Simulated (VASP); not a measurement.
# V (Im-3m) in VASP: a series of runs

Runs on V. Level: PBE. Tasks: relaxation of cell and atoms, single point.

Program: VASP 6.6.1. These are calculated values, not measurements. Logs are shortened: lines on timing, memory, paths and dates and some standing lists are left out, and cuts for length are marked.

**1. The cell of the first run**

It takes space group Im-3m (No. 229, cubic). The conventional cell has a = 3.029 Å, b = 3.029 Å, c = 3.029 Å, α = 90.00°, β = 90.00°, γ = 90.00°. V (site symmetry m-3m) has 14 V at 2.62 to 3.03 Å within 3.5 Å.

**2. Relaxation of cell and atoms, PBE**

INCAR

```
ALGO = Normal ; EDIFF = 1E-7
EDIFFG = -0.005 ; ENCUT = 600
GGA = PE ; IBRION = 2
ISIF = 3 ; ISMEAR = 0
LASPH = T ; LCHARG = F
LREAL = F ; LWAVE = F
NELM = 60 ; NSW = 100
PREC = Accurate ; SIGMA = 0.1
```

KPOINTS

```
k-points
0
Gamma
  20 20 20
```

POSCAR

```
V
1.0
   -1.5143500000      1.5143500000      1.5143500000
    1.5143500000     -1.5143500000      1.5143500000
    1.5143500000      1.5143500000     -1.5143500000
V
1
Direct
    0.0000000000      0.0000000000      0.0000000000
```

Potentials or basis: VASP PAW PBE potentials, release 64 (V_sv).

Command:

```console
cat potpaw_PBE.64/V_sv/POTCAR > POTCAR
mpirun -np 1 vasp_std > vasp.out
```

OUTCAR:

```text
EDIFF = 1E-7
   EDIFFG = -0.005
   ENCUT = 600
   GGA = PE
   IBRION = 2
   ISIF = 3
   ISMEAR = 0
   LASPH = T
   LREAL = F
   NELM = 60
   NSW = 100
   PREC = Accurate

 ion  position               nearest neighbor table
   1  0.000  0.000  0.000-

  LATTYP: Found a body centered cubic cell.
 ALAT       =     3.0287000000

  Lattice vectors:

 A1 = (  -1.5143500000,   1.5143500000,   1.5143500000)
 A2 = (   1.5143500000,  -1.5143500000,   1.5143500000)
 A3 = (   1.5143500000,   1.5143500000,  -1.5143500000)

Analysis of symmetry for initial positions (statically):
=====================================================================
 Subroutine PRICEL returns:
 Original cell was already a primitive cell.

 Routine SETGRP: Setting up the symmetry group for a
 body centered cubic supercell.

 Subroutine GETGRP returns: Found 48 space group operations
[... 9 lines left out ...]

 Routine SETGRP: Setting up the symmetry group for a
 body centered cubic supercell.

 Subroutine GETGRP returns: Found 48 space group operations
[... 11 lines left out ...]
                                     Primitive cell

  volume of cell :      13.8912

  direct lattice vectors                    reciprocal lattice vectors
    -1.514350000  1.514350000  1.514350000     0.000000000  0.330174662  0.330174662
     1.514350000 -1.514350000  1.514350000     0.330174662  0.000000000  0.330174662
     1.514350000  1.514350000 -1.514350000     0.330174662  0.330174662  0.000000000

  length of vectors
     2.622931140  2.622931140  2.622931140     0.466937486  0.466937486  0.466937486

  position of ions in fractional coordinates (direct lattice)
     0.000000000  0.000000000  0.000000000

  ion indices of the primitive-cell ions
   primitive index   ion index
                 1           1

----------------------------------------------------------------------------------------

 KPOINTS: k-points

Automatic generation of k-mesh.
 Grid dimensions read from file:
 generate k-points for:   20   20   20

 Generating k-lattice:

  Cartesian coordinates                     Fractional coordinates (reciprocal lattice)
     0.000000000  0.016508733  0.016508733     0.050000000  0.000000000  0.000000000
     0.016508733  0.000000000  0.016508733     0.000000000  0.050000000  0.000000000
     0.016508733  0.016508733  0.000000000     0.000000000  0.000000000  0.050000000

  Length of vectors
     0.023346874  0.023346874  0.023346874

  Shift w.r.t. Gamma in fractional coordinates (k-lattice)
     0.000000000  0.000000000  0.000000000
[... 59 lines left out ...]
   POTIM  = 0.5000    time-step for ionic-motion
   TEBEG  =    0.0;   TEEND  =   0.0 temperature during run
   PSTRESS=    0.0 pullay stress
   NELECT =      13.0000    total number of electrons
   NUPDOWN=      -1.0000    fix difference up-down
   EMIN   =  10.00;   EMAX   =-10.00  energy-range for DOS
   EFERMI =   0.00;   METHOD = LEGACY
   ISMEAR =     0;   SIGMA  =   0.10  broadening in eV -4-tet -1-fermi 0-gaus
   EFERMI_NEDOS =   21; number of points for ismear=-14 and -15
   IALGO  =     38    algorithm
   IMIX   =      4    mixing-type and parameters
     AMIX     =   0.40;   BMIX     =  1.00
     AMIX_MAG =   1.60;   BMIX_MAG =  1.00
  volume/ion in A,a.u.               =      13.89        93.74
  Fermi-wavevector in a.u.,A,eV,Ry     =   1.601313  3.026044 34.888125  2.564205
  Thomas-Fermi vector in A             =   2.698311
   LORBIT       =      0    0 simple, 1 ext, 2 COOP (PROOUT), +10 PAW based schemes
   GGA     = PE    functional components
   LHFCALC =     F    Hartree Fock is set to
   AEXX    =    0.0000 exact exchange contribution
   IVDW    =     0    specifies the selected vdW correction
   LEPSILON=     F    determine dielectric tensor
   LRPA    =     F    only Hartree local field effects (RPA)
 conjugate gradient relaxation of ions
 non-spin polarized calculation
 Gauss-broadening in eV      SIGMA  =   0.10
  energy-cutoff  :      600.00
  volume of cell :       13.89
 maximum number of plane-waves:       476
 NGX is ok and might be reduce to    24
   NGX = 11   NGY = 11   NGZ = 11

--------------------------------------- Ionic step        1  -------------------------------------------

 number of electron      13.0000003 magnetization

 Free energy of the ion-electron system (eV)
  ---------------------------------------------------
  ext. energy  EPLUGINS =         0.00000000
  ---------------------------------------------------
  free energy    TOTEN  =        -8.98994958 eV

  energy without entropy =       -8.98088974  energy(sigma->0) =       -8.98541966

------------------------ aborting loop because EDIFF is reached ----------------------------------------

  FORCE on cell =-STRESS in cart. coord.  units (eV):
  Direction    XX          YY          ZZ          XY          YZ          ZX
  --------------------------------------------------------------------------------------
  -------------------------------------------------------------------------------------
  Total       -0.4585290     -0.4585290     -0.4585290      0.0000000      0.0000000      0.0000000
  in kB      -52.8857411    -52.8857411    -52.8857411      0.0000000      0.0000000      0.0000000
  external PRESSURE =     -52.8857411 kB  Pullay stress =       0.0000000 kB
[... 22 lines left out ...]
--------------------------------------- Ionic step        2  -------------------------------------------

 number of electron      12.9999997 magnetization

 E-fermi :  10.1623     XC(G=0): -13.1030

 val. band max:       10.1592644389   @ k =   0.3000   0.0000   0.0000
 cond. band min:      10.1734483057   @ k =  -0.4500   0.5000   0.1000
 fundamental gap:      0.0141838669
 Fermi energy:        10.1623445802

 k-point     1 :       0.0000    0.0000    0.0000
  band No.  band energies     occupation
      1     -53.5156      2.00000
      2     -26.7544      2.00000
      3     -26.7544      2.00000
      4     -26.7544      2.00000
      5       3.5044      2.00000
      6      10.5827      0.00000
      7      10.5827      0.00000
      8      10.5827      0.00000
      9      12.6853      0.00000
     10      12.6853      0.00000
[... 333 lines left out ...]
--------------------------------------- Ionic step        3  -------------------------------------------

 number of electron      12.9999999 magnetization

 Free energy of the ion-electron system (eV)
  ---------------------------------------------------
  ext. energy  EPLUGINS =         0.00000000
  ---------------------------------------------------
  free energy    TOTEN  =        -8.99707475 eV

  energy without entropy =       -8.98829419  energy(sigma->0) =       -8.99268447

 E-fermi :   9.6995     XC(G=0): -12.9034

 val. band max:        9.6984878471   @ k =  -0.3000   0.3000   0.1500
 cond. band min:       9.7023212949   @ k =   0.1000   0.0500   0.0500
 fundamental gap:      0.0038334478
 Fermi energy:         9.6995306451

 k-point     1 :       0.0000    0.0000    0.0000
  band No.  band energies     occupation
      1     -54.0204      2.00000
      2     -27.3217      2.00000
      3     -27.3217      2.00000
      4     -27.3217      2.00000
      5       3.1175      2.00000
      6      10.1126      0.00000
      7      10.1126      0.00000
      8      10.1126      0.00000
      9      12.1212      0.00000
     10      12.1212      0.00000
[... 327 lines left out ...]
  FREE ENERGIE OF THE ION-ELECTRON SYSTEM (eV)
  ---------------------------------------------------
  free  energy   TOTEN  =        -8.9970747453 eV

  energy  without entropy=       -8.9882941897  energy(sigma->0) =       -8.99268447

 reached required accuracy - stopping structural energy minimisation
```

Wall time 28 s (1 thread of Intel Xeon 6975P-C (Granite Rapids), shared host); peak memory 0.18 GiB.

Results:

* Free energy: -8.9971 eV
* Relaxed volume: 13.47 Å³/atom
* Relaxed cell: a = 2.596 Å, b = 2.596 Å, c = 2.596 Å, α = 109.47°, β = 109.47°, γ = 109.47°
* Space group after relaxing (to 0.05 Å): Im-3m (No. 229)
* Energy gained by relaxing: 7.1 meV/atom
* Ionic steps: 3
* Pressure after relaxing: 0.0 GPa

The path:
```csv
step,energy change (eV),largest force (eV/Å),pressure (GPa),volume (Å³)
1,0.0000,0.0000,-5.29,13.89
2,0.0032,0.0000,7.12,12.99
3,-0.0071,0.0000,-0.04,13.47
```

Final structure:
```xyz
1
Lattice="-1.4990 1.4990 1.4990 1.4990 -1.4990 1.4990 1.4990 1.4990 -1.4990" Properties=species:S:1:pos:R:3 pbc="T T T"
V     0.0000    0.0000    0.0000
```

Levels at points of the mesh, in eV from the Fermi level:
```csv
k point,band 5,band 6,band 7,band 8,band 9,band 10
"(0.00, 0.00, 0.00)",-6.58,0.41,0.41,0.41,2.42,2.42
"(0.50, 0.00, 0.00)",-3.17,-1.13,1.64,2.42,2.78,4.11
"(0.50, 0.50, 0.50)",-2.99,-2.99,3.72,3.72,3.72,10.21
```

**3. Relaxation of cell and atoms, PBE**

INCAR is that of step 2.

KPOINTS is that of step 2.

POSCAR is that of step 2.

Potentials or basis: VASP PAW PBE potentials, release 64 (V_sv).

Command:

```console
cat potpaw_PBE.64/V_sv/POTCAR > POTCAR
mpirun -np 1 vasp_std > vasp.out
```

Run time: 41 s. Hardware: 1 thread of Intel Xeon Platinum 8488C (Sapphire Rapids), shared host; peak memory 0.18 GiB.

Results (log left out):

* Free energy: -8.9971 eV
* Relaxed volume: 13.47 Å³/atom
* Relaxed cell: a = 2.596 Å, b = 2.596 Å, c = 2.596 Å, α = 109.47°, β = 109.47°, γ = 109.47°
* Space group after relaxing (to 0.05 Å): Im-3m (No. 229)
* Energy gained by relaxing: 7.1 meV/atom
* Ionic steps: 3
* Pressure after relaxing: 0.0 GPa

Step by step:
```tsv
step	energy change (eV)	largest force (eV/Å)	pressure (GPa)	volume (Å³)
1	0.0000	0.0000	-5.29	13.89
2	0.0032	0.0000	7.12	12.99
3	-0.0071	0.0000	-0.04	13.47
```

Final structure:
```
CELL_PARAMETERS angstrom
-1.49902 1.49902 1.49902
1.49902 -1.49902 1.49902
1.49902 1.49902 -1.49902
ATOMIC_POSITIONS crystal
V 0.00000 0.00000 0.00000
```

Levels at points of the mesh, in eV from the Fermi level:
| k point | band 3 | band 4 | band 5 | band 6 | band 7 | band 8 | band 9 | band 10 |
| --- | --- | --- | --- | --- | --- | --- | --- | --- |
| (0.00, 0.00, 0.00) | -37.02 | -37.02 | -6.58 | 0.41 | 0.41 | 0.41 | 2.42 | 2.42 |
| (0.50, 0.00, 0.00) | -37.30 | -37.03 | -3.17 | -1.13 | 1.64 | 2.42 | 2.78 | 4.11 |
| (0.50, 0.50, 0.50) | -37.63 | -37.63 | -2.99 | -2.99 | 3.72 | 3.72 | 3.72 | 10.21 |

**4. Single point, PBE (volume scaled by 0.88)**

INCAR

```
  PREC = Accurate
  ENCUT = 520
  EDIFF = 1E-6
  ISMEAR = 0
  SIGMA = 0.1
  LREAL = F
  LASPH = T
  NELM = 80
  ALGO = Normal
  ISIF = 2
  LWAVE = F
  LCHARG = T
  GGA = PE
  LELF = T
  LVHAR = T
  NBANDS = 12
```

KPOINTS

```
Automatic mesh
0
Gamma
  20 20 20
```

POSCAR

```
V
1.0
   -1.4360945685      1.4360945685      1.4360945685
    1.4360945685     -1.4360945685      1.4360945685
    1.4360945685      1.4360945685     -1.4360945685
V
1
Direct
    0.0000000000      0.0000000000      0.0000000000
```

Command:

```console
cat potpaw_PBE.64/V_sv/POTCAR > POTCAR
mpirun -np 1 vasp_std > vasp.out
```

It took 18 s on 1 thread of Intel Xeon 6975P-C, shared host; peak memory 0.15 GiB.

Results (log left out):

- Free energy: -8.8581 eV
- Pressure: 30.0 GPa

Levels at points of the mesh, in eV from the Fermi level:
```csv
k point,band 3,band 4,band 5,band 6,band 7,band 8,band 9,band 10
"(0.00, 0.00, 0.00)",-36.64,-36.64,-6.82,0.42,0.42,0.42,2.78,2.78
"(0.50, 0.00, 0.00)",-37.05,-36.66,-3.65,-1.41,2.18,2.82,3.24,4.85
"(0.50, 0.50, 0.50)",-37.54,-37.54,-3.65,-3.65,4.37,4.37,4.37,11.50
```

Caveat: the cell differs from its parent crystal (volume scaled by 0.88).

**5. Single point, PBE (volume scaled by 0.91)**

INCAR

```
SYSTEM = V
PREC = Accurate
ENCUT = 520
EDIFF = 1E-7
ISMEAR = 0
SIGMA = 0.1
LREAL = .False.
LASPH = .True.
NELM = 60
ALGO = Normal
ISIF = 2
LWAVE = .False.
LCHARG = .False.
GGA = PE
NBANDS = 12
```

KPOINTS

```
Automatic mesh
0
Gamma
  20 20 20
  0 0 0
```

POSCAR

```
V
1.0
   -1.4522318132      1.4522318132      1.4522318132
    1.4522318132     -1.4522318132      1.4522318132
    1.4522318132      1.4522318132     -1.4522318132
V
1
Direct
    0.0000000000      0.0000000000      0.0000000000
```

Command:

```console
cat potpaw_PBE.64/V_sv/POTCAR > POTCAR
mpirun -np 1 vasp_std > vasp.out
```

Run time: 24 s. Hardware: 1 thread of Intel Xeon 6975P-C, shared host; peak memory 0.15 GiB.

Results (log left out):

| Quantity | Value |
| --- | --- |
| Free energy | -8.9222 eV |
| Pressure | 20.9 GPa |

Levels at points of the mesh, in eV from the Fermi level:
| k point | band 4 | band 5 | band 6 | band 7 | band 8 | band 9 |
| --- | --- | --- | --- | --- | --- | --- |
| (0.00, 0.00, 0.00) | -36.74 | -6.77 | 0.42 | 0.42 | 0.42 | 2.69 |
| (0.50, 0.00, 0.00) | -36.76 | -3.51 | -1.33 | 2.02 | 2.71 | 3.12 |
| (0.50, 0.50, 0.50) | -37.56 | -3.46 | -3.46 | 4.19 | 4.19 | 4.19 |

Caveat: the cell differs from its parent crystal (volume scaled by 0.91).

**6. Single point, PBE (volume scaled by 0.94)**

INCAR

```
SYSTEM = V
ALGO     = Normal         ! electronic algorithm
EDIFF    = 1E-6           ! SCF threshold, eV
ENCUT    = 520            ! plane-wave cutoff, eV
GGA      = PE             ! functional
ISIF     = 2              ! what is computed and relaxed
ISMEAR   = 0              ! smearing method
LASPH    = .TRUE.         ! aspherical terms in the spheres
LCHARG   = .FALSE.        ! write CHGCAR
LREAL    = .FALSE.        ! projectors in reciprocal space
LWAVE    = .FALSE.        ! write WAVECAR
NBANDS   = 12             ! bands
NELM     = 100            ! most SCF steps
PREC     = Accurate       ! precision mode
SIGMA    = 0.1            ! smearing width, eV
```

KPOINTS

```
k-points
0
G
  20 20 20
  0 0 0
```

POSCAR

```
V
1.0
   -1.4680181784      1.4680181784      1.4680181784
    1.4680181784     -1.4680181784      1.4680181784
    1.4680181784      1.4680181784     -1.4680181784
V
1
Direct
    0.0000000000      0.0000000000      0.0000000000
```

Potentials or basis: VASP PAW PBE potentials, release 64 (V_sv).

Command:

```console
cat potpaw_PBE.64/V_sv/POTCAR > POTCAR
mpirun -np 1 vasp_std > vasp.out
```

Run time: 24 s. Hardware: 1 thread of Intel Xeon 6975P-C, shared host; peak memory 0.15 GiB.

It converged, with:

* Free energy: -8.9648 eV
* Pressure: 13.0 GPa

Levels at points of the mesh, in eV from the Fermi level:
```csv
k point,band 4,band 5,band 6,band 7,band 8,band 9
"(0.00, 0.00, 0.00)",-36.84,-6.71,0.42,0.42,0.42,2.60
"(0.50, 0.00, 0.00)",-36.85,-3.39,-1.25,1.88,2.61,3.00
"(0.50, 0.50, 0.50)",-37.58,-3.29,-3.29,4.03,4.03,4.03
```

Caveat: the cell differs from its parent crystal (volume scaled by 0.94).

**7. Overview**

| task | cell | cutoff (eV) | gap on the mesh (eV) | pressure (GPa) |
| --- | --- | --- | --- | --- |
| relaxation of cell and atoms | relaxed from a = 2.623 Å, angles 109.5°, 1 atom | 600 | none | 0.0 |
| single point | a = 2.487 Å, angles 109.5°, 1 atom | 520 | none | 30.0 |
| single point | a = 2.515 Å, angles 109.5°, 1 atom | 520 | none | 20.9 |
| single point | a = 2.543 Å, angles 109.5°, 1 atom | 520 | none | 13.0 |

Alike in all rows: level PBE; potentials or basis VASP PAW PBE potentials, release 64 (V_sv); no spin polarisation; k mesh 20 × 20 × 20; smearing gaussian 0.1 eV.

Absolute energies hang on the potentials; compare differences alone.
